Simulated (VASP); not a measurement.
NaCl:

```
Cl Na
1.0
     0.00000    2.79406    2.79406
     2.79406    0.00000    2.79406
     2.79406    2.79406    0.00000
Cl Na
1 1
Direct
  0.50000 0.50000 0.50000
  0.00000 0.00000 0.00000
```

```yaml
Program: VASP 6.6.1
Task: relaxation of cell and atoms
Functional: HSE06
Potentials_or_basis: VASP PAW PBE potentials, release 64 (Cl, Na_pv)
Cutoff: 600 eV
k_mesh: 4 × 4 × 4
Occupations: fermi-dirac, width 0.05 eV
Spin: no spin polarisation
```

At the start: pressure 1.0 GPa; volume 21.81 Å³/atom.

Where does the relaxation end?

Over 3 steps the energy falls by 2.5 meV/atom and the volume is 22.56 Å³/atom (+3.4 %); space group Fm-3m (No. 225, to 0.05 Å).

The path:
| step | energy change (eV) | largest force (eV/Å) | pressure (GPa) | volume (Å³) |
| --- | --- | --- | --- | --- |
| 1 | 0.0000 | 0.0000 | 1.01 | 43.63 |
| 2 | -0.0040 | 0.0000 | 0.43 | 44.50 |
| 3 | -0.0050 | 0.0000 | 0.06 | 45.12 |

Final structure:
```yaml
crystal:
  lattice:
    - [0.00000, 2.82564, 2.82564]
    - [2.82564, 0.00000, 2.82564]
    - [2.82564, 2.82564, 0.00000]
  atoms:
    - { symbol: Cl, position: [0.50000, 0.50000, 0.50000] }
    - { symbol: Na, position: [0.00000, 0.00000, 0.00000] }
```

Caveat: the k points lie up to 0.48 Å⁻¹ apart in the final cell; the PAW data sets were made with another functional, which shifts forces and pressure a little.
